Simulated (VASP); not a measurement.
Set up this calculation in VASP 6.6.1, as the native input.

| Quantity | Value |
| --- | --- |
| Task | single point |
| Functional | PBE |
| Potentials or basis | VASP PAW PBE potentials, release 64 (Li_sv, H) |
| Cutoff | 520 eV |
| k mesh | 9 × 9 × 9 |
| Occupations | gaussian, width 0.1 eV |
| Spin | no spin polarisation |
| Dipole correction | no |
| Further INCAR settings | ALGO = Normal; EDIFF = 1e-07; NBANDS = 14 |

The structure of Li2H5 lies in POSCAR:

```
Li2H5
1.0
    1.3840035601      0.7990548280      6.0229880066
   -1.3840035601      0.7990548280      6.0229880066
    0.0000000000     -1.5981096560      6.0229880066
Li H
2 5
Direct
    0.0790882234      0.0790882234      0.0790882234
    0.9209117766      0.9209117766      0.9209117766
    0.2074381676      0.2074381676      0.2074381676
    0.7925618324      0.7925618324      0.7925618324
    0.3307983639      0.3307983639      0.3307983639
    0.6692016361      0.6692016361      0.6692016361
    0.5000000000      0.5000000000      0.5000000000
```

The cell was built from a structure type or drawn by symmetry, and may not be a known phase.

The input as run:

INCAR

```
PREC = Accurate
ENCUT = 520
EDIFF = 1E-7
ISMEAR = 0
SIGMA = 0.1
LREAL = False
LASPH = True
NELM = 100
ALGO = Normal
ISIF = 2
LWAVE = False
LCHARG = False
GGA = PE
NBANDS = 14
```

KPOINTS

```
regular mesh
0
Gamma
  9 9 9
```

Potentials or basis: VASP PAW PBE potentials, release 64 (Li_sv, H).

The run is started by

```bash
$ cat potpaw_PBE.64/Li_sv/POTCAR potpaw_PBE.64/H/POTCAR > POTCAR
$ mpirun -np 1 vasp_std > vasp.out
```

Results of the run:

```
Largest force          : 0.029 eV/Å
Band gap on the k mesh : zero (an odd number of electrons rules out a gap without spin polarisation)
```

Run time: 120 s on 1 thread of Intel(R) Xeon(R) Platinum 8488C (Sapphire Rapids), on a shared host, peak memory 0.3 GiB.
